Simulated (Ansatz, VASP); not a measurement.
## One calculation of Ga8Sb5As3, two programs

```xyz
16
Lattice="-5.9435 5.9435 0.0000 -5.9435 0.0000 5.9435 0.0112 5.9547 5.9547" Properties=species:S:1:pos:R:3 pbc="T T T"
Ga    0.0657    0.0603    0.0603
Ga   -2.9115    3.0374    0.0603
Ga   -2.9115    0.0603    3.0374
Ga   -0.0414    2.9303    2.9303
Ga   -5.9463    2.9690    2.9690
Ga   -2.9716    5.9436    2.8676
Ga   -2.9716    2.8676    5.9436
Ga   -6.0476    5.9436    5.9436
As  -10.3942    7.4321    7.4321
As   -7.4266    4.4645    7.4321
As   -7.4266    7.4321    4.4645
Sb  -10.3895   10.4127   10.4127
Sb   -4.4574    4.4578    4.4578
Sb   -7.4274    7.4313   10.4132
Sb   -7.4274   10.4132    7.4313
Sb   -4.4455    7.4313    7.4313
```

Alike in both runs: functional PBEsol; k mesh 4 × 4 × 4; occupations gaussian, width 0.1 eV; no spin polarisation.

Ansatz relaxed the structure, and its values are those at the end. VASP's run is a single point on that final structure, the one shown.

```csv
,VASP,Ansatz
version,VASP 6.6.1,Ansatz 0.2.0
potentials or method,"VASP PAW PBE potentials, release 64 (Ga_d, As, Sb), cutoff 520 eV","scalar-relativistic, plane waves, PAW"
valence electrons in the cell,144,224
```

```tsv
	VASP	Ansatz	Ansatz less VASP
gap on the k mesh at the Fermi level (eV)	none	none	-
pressure (GPa)	0.1	0.0	-0.10
rms of the force components (eV/Å)	0.006	0.005	-0.0009
```

VASP's potentials were made for PBE, not for PBEsol. A gap of «none» marks a metal or a gap that the smearing closes. VASP's potentials hold 144 valence electrons a cell and Ansatz's 224, so a difference there can come from the potentials and not from the codes.

Neither program's run includes spin-orbit coupling.
